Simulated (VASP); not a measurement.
# BN (P1) in VASP: a series of runs

BN is run at these levels: r2SCAN; tasks: single point.

Program: VASP 6.6.1. These are calculated values, not measurements. Logs are shortened: lines on timing, memory, paths and dates and some standing lists are left out, and cuts for length are marked.

**1. The cell of the first run**

The typed cell holds 4 atoms: a = 2.544 Å, b = 2.544 Å, c = 4.208 Å, α = 90.00°, β = 90.00°, γ = 120.00°.

**2. Single point, r2SCAN (atom 1 (B) moved -0.300 Å along Cartesian [1 1 0])**

POSCAR

```
BN
1.0
    2.5439665232      0.0000000000      0.0000000000
   -1.2719832616      2.2031396355      0.0000000000
    0.0000000000      0.0000000000      4.2077449317
B N
2 2
Direct
    0.5351372151      0.2370470921      0.9997995909
    0.3333333333      0.6666666667      0.4997995909
    0.6666666667      0.3333333333      0.6252004091
    0.3333333333      0.6666666667      0.1252004091
```

INCAR.step1

```
PREC = Accurate ; ENCUT = 520
ISMEAR = 0 ; SIGMA = 0.05
LREAL = F ; LASPH = T
NELM = 60 ; NBANDS = 16
GGA = PE ; ALGO = Normal
EDIFF = 1E-4 ; LWAVE = T
LCHARG = F
```

INCAR.step2

```
PREC = Accurate ; ENCUT = 520
EDIFF = 1E-7 ; ISMEAR = 0
SIGMA = 0.05 ; LREAL = F
LASPH = T ; NELM = 60
ALGO = Normal ; ISIF = 2
LWAVE = F ; LCHARG = T
METAGGA = R2SCAN ; LMIXTAU = T
LELF = T ; LVHAR = T
NBANDS = 16 ; ISTART = 1
```

KPOINTS

```
Automatic mesh
0
Gamma
  12 12 6
```

Potentials or basis: VASP PAW PBE potentials, release 64 (B, N).

The run is started by

```console
cat potpaw_PBE.64/B/POTCAR potpaw_PBE.64/N/POTCAR > POTCAR
cp INCAR.step1 INCAR
mpirun -np 1 vasp_std > vasp.out
cp INCAR.step2 INCAR
mpirun -np 1 vasp_std > vasp.out
```

OUTCAR:

```text
PREC = Accurate
   ENCUT = 520
   EDIFF = 1E-7
   ISMEAR = 0
   LREAL = F
   LASPH = T
   NELM = 60
   ISIF = 2
   METAGGA = R2SCAN
   ISTART = 1

 ion  position               nearest neighbor table
   1  0.535  0.237  1.000-   4 1.38   4 1.52   3 1.60   4 1.84
   2  0.333  0.667  0.500-   3 1.56   3 1.56   3 1.56   4 1.58
   3  0.667  0.333  0.625-   2 1.56   2 1.56   2 1.56   1 1.60
   4  0.333  0.667  0.125-   1 1.38   1 1.52   2 1.58   1 1.84

  LATTYP: Found a hexagonal cell.
 ALAT       =     2.5439665232
 C/A-ratio  =     1.6540095529

  Lattice vectors:

 A1 = (   2.5439665232,   0.0000000000,   0.0000000000)
 A2 = (  -1.2719832616,   2.2031396355,   0.0000000000)
 A3 = (   0.0000000000,   0.0000000000,   4.2077449317)

Analysis of symmetry for initial positions (statically):
=====================================================================
 Subroutine PRICEL returns:
 Original cell was already a primitive cell.

 Routine SETGRP: Setting up the symmetry group for a
 hexagonal supercell.

 Subroutine GETGRP returns: Found  1 space group operations
 (whereof  1 operations were pure point group operations)
 out of a pool of 24 trial point group operations.

The static configuration has the point symmetry C_1 .

Analysis of symmetry for dynamics (positions and initial velocities):
=====================================================================
 Subroutine PRICEL returns:
 Original cell was already a primitive cell.

 Routine SETGRP: Setting up the symmetry group for a
 hexagonal supercell.

 Subroutine GETGRP returns: Found  1 space group operations
 (whereof  1 operations were pure point group operations)
 out of a pool of 24 trial point group operations.

The dynamic configuration has the point symmetry C_1 .

 Subroutine INISYM returns: Found  1 space group operations
 (whereof  1 operations are pure point group operations),
 and found     1 'primitive' translations

----------------------------------------------------------------------------------------

                                     Primitive cell

  volume of cell :      23.5832

  direct lattice vectors                    reciprocal lattice vectors
     2.543966523  0.000000000  0.000000000     0.393086934  0.226948847  0.000000000
    -1.271983262  2.203139635  0.000000000     0.000000000  0.453897694  0.000000000
     0.000000000  0.000000000  4.207744932     0.000000000  0.000000000  0.237656991

  length of vectors
     2.543966523  2.543966523  4.207744932     0.453897694  0.453897694  0.237656991

  position of ions in fractional coordinates (direct lattice)
     0.535137215  0.237047092  0.999799591
     0.333333333  0.666666667  0.499799591
     0.666666667  0.333333333  0.625200409
     0.333333333  0.666666667  0.125200409

  ion indices of the primitive-cell ions
   primitive index   ion index
                 1           1
                 2           2
                 3           3
                 4           4

----------------------------------------------------------------------------------------

 KPOINTS: Automatic mesh

Automatic generation of k-mesh.
 Grid dimensions read from file:
 generate k-points for:   12   12    6

 Generating k-lattice:

  Cartesian coordinates                     Fractional coordinates (reciprocal lattice)
     0.032757244  0.018912404  0.000000000     0.083333333  0.000000000  0.000000000
     0.000000000  0.037824808  0.000000000     0.000000000  0.083333333  0.000000000
     0.000000000  0.000000000  0.039609499     0.000000000  0.000000000  0.166666667

  Length of vectors
     0.037824808  0.037824808  0.039609499

  Shift w.r.t. Gamma in fractional coordinates (k-lattice)
     0.000000000  0.000000000  0.000000000

 Subroutine IBZKPT returns following result:
 ===========================================

 Found    436 irreducible k-points:

 Following reciprocal coordinates:
            Coordinates               Weight
  0.000000  0.000000  0.000000      1.000000
  0.083333  0.000000  0.000000      2.000000
  0.000000  0.083333  0.000000      2.000000
 -0.083333  0.083333  0.000000      2.000000
  0.166667  0.000000  0.000000      2.000000
  0.000000  0.166667  0.000000      2.000000
[... 16 lines left out ...]
  0.166667  0.083333  0.000000      2.000000
 -0.083333  0.250000  0.000000      2.000000
 [... further k-points ...]
   k-points           NKPTS =    436   k-points in BZ     NKDIM =    436   number of bands    NBANDS=     16
   number of dos      NEDOS =    301   number of ions     NIONS =      4
   total plane-waves  NPLWV =  12800
   dimension x,y,z NGX =    20 NGY =   20 NGZ =   32
   dimension x,y,z NGXF=    40 NGYF=   40 NGZF=   64
   ions per type =               2   2
   NGX,Y,Z   is equivalent  to a cutoff of  13.07, 13.07, 12.64 a.u.
   NGXF,Y,Z  is equivalent  to a cutoff of  26.14, 26.14, 25.29 a.u.
 SYSTEM =  unknown system
   PREC   = accura    normal or accurate (medium, high low for compatibility)
   ISTART =      1    job   : 0-new  1-cont  2-samecut
   ICHARG =      0    charge: 1-file 2-atom 10-const
   ISPIN  =      1    spin polarized calculation?
   LNONCOLLINEAR =      F non collinear calculations
   LSORBIT =      F    spin-orbit coupling
   LASPH  =      T    aspherical Exc in radial PAW
   ENCUT  =  520.0 eV  38.22 Ry    6.18 a.u.   4.73  4.73  7.82*2*pi/ulx,y,z
   NELM   =     60;   NELMIN=  2; NELMDL=  0     # of ELM steps
   EDIFF  = 0.1E-06   stopping-criterion for ELM
   LREAL  =      F    real-space projection
   EDIFFG = 0.1E-05   stopping-criterion for IOM
   NSW    =      0    number of steps for IOM
   IBRION =     -1    ionic relax: 0-MD 1-quasi-New 2-CG
   NFREE  =      0    steps in history (QN), initial steepest desc. (CG)
   ISIF   =      2    stress and relaxation
   ISYM   =      2    0-nonsym 1-usesym 2-fastsym
   POTIM  = 0.5000    time-step for ionic-motion
   TEBEG  =    0.0;   TEEND  =   0.0 temperature during run
   PSTRESS=    0.0 pullay stress
   NELECT =      16.0000    total number of electrons
   NUPDOWN=      -1.0000    fix difference up-down
   EMIN   =  10.00;   EMAX   =-10.00  energy-range for DOS
   EFERMI =   0.00;   METHOD = LEGACY
   ISMEAR =     0;   SIGMA  =   0.05  broadening in eV -4-tet -1-fermi 0-gaus
   EFERMI_NEDOS =   21; number of points for ismear=-14 and -15
   IALGO  =     38    algorithm
   IMIX   =      4    mixing-type and parameters
     AMIX     =   0.40;   BMIX     =  1.00
     AMIX_MAG =   1.60;   BMIX_MAG =  1.00
  volume/ion in A,a.u.               =       5.90        39.79
  Fermi-wavevector in a.u.,A,eV,Ry     =   1.438513  2.718396 28.154815  2.069321
  Thomas-Fermi vector in A             =   2.557472
   LORBIT       =      0    0 simple, 1 ext, 2 COOP (PROOUT), +10 PAW based schemes
   METAGGA = R2SCAN    functional components
   LHFCALC =     F    Hartree Fock is set to
   AEXX    =    0.0000 exact exchange contribution
   IVDW    =     0    specifies the selected vdW correction
   LEPSILON=     F    determine dielectric tensor
   LRPA    =     F    only Hartree local field effects (RPA)
 non-spin polarized calculation
 Gauss-broadening in eV      SIGMA  =   0.05
  energy-cutoff  :      520.00
  volume of cell :       23.58
 maximum number of plane-waves:       652
   NGX =  9   NGY =  9   NGZ = 15

 number of electron      16.0000000 magnetization

 Free energy of the ion-electron system (eV)
  ---------------------------------------------------
  ext. energy  EPLUGINS =         0.00000000
  ---------------------------------------------------
  free energy    TOTEN  =       -37.36545755 eV

  energy without entropy =      -37.36545755  energy(sigma->0) =      -37.36545755

 E-fermi :   8.9032     XC(G=0): -13.6372

 val. band max:        8.5723816439   @ k =   0.0000   0.0000   0.0000
 cond. band min:      12.7910323299   @ k =   0.3333   0.3333   0.0000
 fundamental gap:      4.2186506860
 Fermi energy:         8.9031748711

 k-point     1 :       0.0000    0.0000    0.0000
  band No.  band energies     occupation
      1     -14.0886      2.00000
      2      -9.8992      2.00000
      3      -3.8852      2.00000
      4       3.5415      2.00000
      5       5.9469      2.00000
      6       6.6168      2.00000
[... 8 lines left out ...]
     15      23.0402      0.00000
     16      24.5907      0.00000

 k-point     2 :       0.0833    0.0000    0.0000
  band No.  band energies     occupation
      1     -13.9314      2.00000
      2      -9.7799      2.00000
      3      -3.7309      2.00000
      4       3.3595      2.00000
      5       5.1489      2.00000
      6       6.4235      2.00000
[... 8 lines left out ...]
     15      23.3203      0.00000
     16      24.3433      0.00000

 k-point     3 :       0.0000    0.0833    0.0000
  band No.  band energies     occupation
      1     -13.9345      2.00000
      2      -9.7836      2.00000
      3      -3.7307      2.00000
      4       3.0618      2.00000
      5       5.5341      2.00000
      6       6.1369      2.00000
[... 8 lines left out ...]
     15      23.1337      0.00000
     16      24.2596      0.00000

 k-point     4 :      -0.0833    0.0833    0.0000
  band No.  band energies     occupation
      1     -13.9341      2.00000
      2      -9.7833      2.00000
      3      -3.7308      2.00000
      4       3.0998      2.00000
      5       5.4999      2.00000
      6       6.1765      2.00000
[... 8 lines left out ...]
     15      23.3383      0.00000
     16      24.2870      0.00000
[... 324 lines left out ...]
 k-point    22 :      -0.1667    0.0833    0.0000
  band No.  band energies     occupation
      1     -13.6223      2.00000
      2      -9.5528      2.00000
      3      -3.4256      2.00000
      4       2.7261      2.00000
      5       4.1805      2.00000
      6       5.8132      2.00000
[... 8 lines left out ...]
     15      23.5912      0.00000
     16      24.2979      0.00000

 k-point    23 :       0.1667    0.0833    0.0000
  band No.  band energies     occupation
      1     -13.0133      2.00000
      2      -9.1309      2.00000
      3      -2.8321      2.00000
      4       1.7968      2.00000
      5       2.4456      2.00000
      6       4.8113      2.00000
[... 8 lines left out ...]
     15      23.3903      0.00000
     16      24.4483      0.00000

 k-point    24 :      -0.0833    0.2500    0.0000
  band No.  band energies     occupation
      1     -13.0336      2.00000
      2      -9.1616      2.00000
      3      -2.8218      2.00000
      4       0.7593      2.00000
      5       3.2208      2.00000
      6       4.4197      2.00000
[... 8 lines left out ...]
     15      22.9161      0.00000
     16      24.6645      0.00000

 [... further k-points ...]

------------------------ aborting loop because EDIFF is reached ----------------------------------------

  FORCE on cell =-STRESS in cart. coord.  units (eV):
  Direction    XX          YY          ZZ          XY          YZ          ZX
  --------------------------------------------------------------------------------------
  -------------------------------------------------------------------------------------
  Total        1.8220067      2.7332253      0.7535774      0.5626509     -0.4656311      0.8615169
  in kB      123.7820693    185.6877223     51.1959554     38.2249384    -31.6336842     58.5290594
  external PRESSURE =     120.2219156 kB  Pullay stress =       0.0000000 kB

 VOLUME and BASIS-vectors are now :
 -----------------------------------------------------------------------------
  energy-cutoff  :      520.00
  volume of cell :       23.58
      direct lattice vectors                 reciprocal lattice vectors
     2.543966523  0.000000000  0.000000000     0.393086934  0.226948847  0.000000000
    -1.271983262  2.203139635  0.000000000     0.000000000  0.453897694  0.000000000
     0.000000000  0.000000000  4.207744932     0.000000000  0.000000000  0.237656991

 POSITION                                       TOTAL-FORCE (eV/Angst)
 -----------------------------------------------------------------------------------
      1.05985      0.52225      4.20690         2.088735      5.277518     -1.831118
     -0.00000      1.46876      2.10303         0.002573     -0.026914     -0.126361
      1.27198      0.73438      2.63068        -1.069346     -1.055957      0.182808
     -0.00000      1.46876      0.52681        -1.021962     -4.194646      1.774671
 -----------------------------------------------------------------------------------
    total drift:                               -0.000086     -0.000087      0.001639

  FREE ENERGIE OF THE ION-ELECTRON SYSTEM (eV)
  ---------------------------------------------------
  free  energy   TOTEN  =       -37.3654575465 eV

  energy  without entropy=      -37.3654575465  energy(sigma->0) =      -37.36545755
```

Wall time 3.8 min (1 thread of Intel Xeon 6975P-C (Granite Rapids), shared host); peak memory 0.24 GiB.

Results:

- Free energy: -37.3655 eV
- Pressure: 12.0 GPa
- Largest force: 5.964 eV/Å
- Band gap on the k mesh: 4.22 eV (least direct gap 6.73 eV)

Forces on the atoms (eV/Å):
```
B    2.089  5.278 -1.831
B    0.003 -0.027 -0.126
N   -1.069 -1.056  0.183
N   -1.022 -4.195  1.775
```

Caveat: the cell differs from its parent crystal (atom 1 (B) moved -0.300 Å along Cartesian [1 1 0]); the stress differs along the axes, from 5 to 19 GPa; the PAW data sets were made with another functional, which shifts forces and pressure a little.

**3. Single point, r2SCAN (atom 1 (B) moved +0.300 Å along Cartesian [1 1 0])**

Changes to POSCAR since step 2:

```diff
@@ -8,3 +8,3 @@
 Direct
-    0.5351372151      0.2370470921      0.9997995909
+    0.7981961182      0.4296195745      0.9997995909
     0.3333333333      0.6666666667      0.4997995909
```

INCAR.step1

```
PREC = Accurate
ENCUT = 520
ISMEAR = 0
SIGMA = 0.05
LREAL = False
LASPH = True
NELM = 100
NBANDS = 16
GGA = PE
ALGO = Normal
EDIFF = 1E-4
LWAVE = True
LCHARG = False
```

INCAR.step2

```
PREC = Accurate
ENCUT = 520
EDIFF = 1E-7
ISMEAR = 0
SIGMA = 0.05
LREAL = False
LASPH = True
NELM = 100
ALGO = Normal
ISIF = 2
LWAVE = False
LCHARG = False
METAGGA = R2SCAN
LMIXTAU = True
NBANDS = 16
ISTART = 1
```

KPOINTS is that of step 2.

Potentials or basis: VASP PAW PBE potentials, release 64 (B, N).

The run is started by

```console
cat potpaw_PBE.64/B/POTCAR potpaw_PBE.64/N/POTCAR > POTCAR
cp INCAR.step1 INCAR
mpirun -np 1 vasp_std > vasp.out
cp INCAR.step2 INCAR
mpirun -np 1 vasp_std > vasp.out
```

Run time: 4.1 min. Hardware: 1 thread of Intel Xeon 6975P-C (Granite Rapids), shared host; peak memory 0.24 GiB.

The run converged. Its results:

```
Free energy            : -36.8931 eV
Pressure               : 18.9 GPa
Largest force          : 10.809 eV/Å
Band gap on the k mesh : 4.21 eV (least direct gap 6.79 eV)
```

Forces on the atoms (eV/Å):
```
B   -8.879 -5.383 -3.004
B    0.062  0.034 -0.105
N    1.037  1.045  0.128
N    7.779  4.304  2.982
```

Stress tensor (GPa, compression positive):
```
29.74 13.52 13.85
13.52 17.17  3.81
13.85  3.81  9.65
```

Levels at points of the mesh, in eV from the valence-band top:
| k point | band 5 | band 6 | band 7 | band 8 | band 9 | band 10 | band 11 | band 12 |
| --- | --- | --- | --- | --- | --- | --- | --- | --- |
| (0.00, 0.00, 0.00) | -2.51 | -2.11 | -0.77 | 0.00 | 6.97 | 7.54 | 8.30 | 9.60 |
| (0.50, 0.00, 0.00) | -8.02 | -6.09 | -5.85 | -2.72 | 6.52 | 7.72 | 10.43 | 11.35 |
| (0.00, 0.50, 0.00) | -8.32 | -6.47 | -5.16 | -3.32 | 4.92 | 7.09 | 9.87 | 11.55 |
| (0.50, 0.50, 0.00) | -8.36 | -6.05 | -5.39 | -2.77 | 4.21 | 7.19 | 10.29 | 11.33 |
| (0.00, 0.00, 0.50) | -3.83 | -2.26 | -2.23 | -0.35 | 7.02 | 7.90 | 9.44 | 9.68 |
| (0.50, 0.00, 0.50) | -5.11 | -4.96 | -4.67 | -3.99 | 5.42 | 6.37 | 9.37 | 10.90 |
| (0.00, 0.50, 0.50) | -6.35 | -5.08 | -4.52 | -3.79 | 5.21 | 6.25 | 8.36 | 9.54 |
| (0.50, 0.50, 0.50) | -6.11 | -5.16 | -4.51 | -3.24 | 4.59 | 6.13 | 8.67 | 9.59 |

Caveat: the cell differs from its parent crystal (atom 1 (B) moved +0.300 Å along Cartesian [1 1 0]); the stress differs along the axes, from 10 to 30 GPa; the PAW data sets were made with another functional, which shifts forces and pressure a little. A k mesh can miss the band edges.
